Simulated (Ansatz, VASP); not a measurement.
# Li: VASP beside Ansatz

```xyz
2
Lattice="3.1110 0.0000 0.0000 -1.5555 2.6942 0.0000 0.0000 0.0000 5.0930" Properties=species:S:1:pos:R:3 pbc="T T T"
Li    0.0000    1.7961    1.2732
Li    1.5555    0.8981    3.8197
```

Alike in both runs: task relaxation of cell and atoms; functional BLYP; dispersion D3(BJ); k mesh 9 × 9 × 5; occupations methfessel-paxton of order 1, width 0.1 eV; no spin polarisation.

|  | VASP | Ansatz |
| --- | --- | --- |
| version | VASP 6.6.1 | Ansatz 0.2.0 |
| potentials or method | VASP PAW PBE potentials, release 64 (Li_sv), cutoff 600 eV | plane waves, PAW |
| valence electrons in the cell | 6 | 6 |

|  | VASP | Ansatz | Ansatz less VASP |
| --- | --- | --- | --- |
| relaxed volume (Å³/atom) | 15.57 | 15.61 | +0.040 |
| relaxed cell length with the largest relative difference (Å) | 4.708 | 4.714 | +0.0063 |

VASP's potentials were made for PBE, not for BLYP.

Noted on VASP's run: the cutoff is short for stress, so the pressure is rough; the volume moved by over 15 % at a fixed basis, so the end points are rough.
